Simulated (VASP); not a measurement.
Crystal: MgSi3N.

```
Mg Si N
1.0
     5.19117    0.00000    0.00000
     0.00000    2.88496    0.00000
    -1.88177    0.00000   10.05703
Mg Si N
2 6 2
Direct
  0.46109 0.50000 0.44104
  0.92913 0.50000 0.95074
  0.00713 0.00000 0.52376
  0.46544 0.00000 0.01157
  0.68883 0.00000 0.72652
  0.16313 0.00000 0.23091
  0.23624 0.00000 0.75775
  0.70642 0.00000 0.24352
  0.68482 0.00000 0.55527
  0.15777 0.00000 0.05894
```

| Item | Value |
| --- | --- |
| Program | VASP 6.6.1 |
| Task | relaxation of cell and atoms |
| Functional | PBE |
| Potentials or basis | VASP PAW PBE potentials, release 64 (Mg, Si, N) |
| Cutoff | 600 eV |
| k mesh | 4 × 6 × 2 |
| Occupations | gaussian, width 0.1 eV |
| Spin | no spin polarisation |

At the start: pressure 0.2 GPa; volume 15.06 Å³/atom.

How do energy, volume and symmetry change on relaxing?

Over 66 steps the energy falls by 22.3 meV/atom and the volume is 16.31 Å³/atom (+8.3 %); space group Pm (No. 6, to 0.1 Å) before and after.

The path:
| step | energy change (eV) | largest force (eV/Å) | pressure (GPa) | volume (Å³) |
| --- | --- | --- | --- | --- |
| 1 | 0.0000 | 0.1430 | 0.21 | 150.62 |
| 3 | -0.0096 | 0.2166 | -0.45 | 151.52 |
| 5 | -0.0152 | 0.1898 | 0.11 | 151.28 |
| 7 | -0.0221 | 0.1651 | 0.03 | 151.48 |
| 9 | -0.0255 | 0.1040 | -0.04 | 151.63 |
| 11 | -0.0280 | 0.0930 | 0.01 | 151.63 |
| 13 | -0.0298 | 0.1184 | -0.07 | 151.64 |
| 15 | -0.0319 | 0.1198 | 0.25 | 151.44 |
| 17 | -0.0349 | 0.1230 | -0.06 | 152.04 |
| 19 | -0.0376 | 0.1286 | -0.15 | 152.45 |
| 21 | -0.0384 | 0.1417 | -0.21 | 152.79 |
| 23 | -0.0456 | 0.2559 | 0.15 | 152.74 |
| 25 | -0.0512 | 0.3343 | 0.16 | 152.92 |
| 27 | -0.0609 | 0.2784 | -0.05 | 153.40 |
| 29 | -0.0708 | 0.2386 | 0.12 | 153.68 |
| 31 | -0.0747 | 0.1261 | 0.02 | 153.98 |
| 33 | -0.0776 | 0.1153 | 0.00 | 154.20 |
| 35 | -0.0816 | 0.1792 | 0.17 | 154.36 |
| 37 | -0.0884 | 0.2548 | 0.14 | 155.32 |
| 39 | -0.0925 | 0.2368 | 0.09 | 155.87 |
| 41 | -0.0962 | 0.5361 | -0.13 | 158.33 |
| 43 | -0.1067 | 0.3648 | -0.03 | 157.74 |
| 45 | -0.1298 | 0.3386 | -0.12 | 159.32 |
| 47 | -0.1535 | 0.1804 | -0.15 | 160.35 |
| 49 | -0.1657 | 0.1825 | 0.19 | 160.11 |
| 51 | -0.1753 | 0.2551 | 0.28 | 160.32 |
| 53 | -0.1853 | 0.4752 | 0.22 | 161.68 |
| 55 | -0.1968 | 0.2216 | 0.11 | 161.71 |
| 57 | -0.2111 | 0.2053 | -0.35 | 163.66 |
| 59 | -0.2175 | 0.1746 | 0.07 | 163.29 |
| 61 | -0.2205 | 0.0876 | -0.03 | 163.31 |
| 63 | -0.2223 | 0.0693 | -0.01 | 163.23 |
| 65 | -0.2228 | 0.0566 | -0.02 | 163.19 |
| 66 | -0.2231 | 0.0311 | -0.01 | 163.14 |

Final structure:
```cif
data_structure
_symmetry_space_group_name_H-M 'P 1'
_symmetry_Int_Tables_number 1
_cell_length_a 5.9230
_cell_length_b 2.9317
_cell_length_c 9.8560
_cell_angle_alpha 90.000
_cell_angle_beta 107.595
_cell_angle_gamma 90.000
_cell_volume 163.14
loop_
_atom_site_label
_atom_site_type_symbol
_atom_site_fract_x
_atom_site_fract_y
_atom_site_fract_z
_atom_site_occupancy
Mg1 Mg 0.48302 0.50000 0.42649 1
Mg2 Mg 0.98941 0.50000 0.92395 1
Si1 Si 0.93771 0.00000 0.52430 1
Si2 Si 0.44111 0.00000 0.02502 1
Si3 Si 0.64692 0.00000 0.73555 1
Si4 Si 0.14751 0.00000 0.23459 1
Si5 Si 0.25867 0.00000 0.75174 1
Si6 Si 0.76029 0.00000 0.25211 1
N1 N 0.66651 0.00000 0.56333 1
N2 N 0.16885 0.00000 0.06293 1
```

Caveat: the k points lie up to 0.36 Å⁻¹ apart in the final cell, too coarse for converged energies and pressures of a metal.
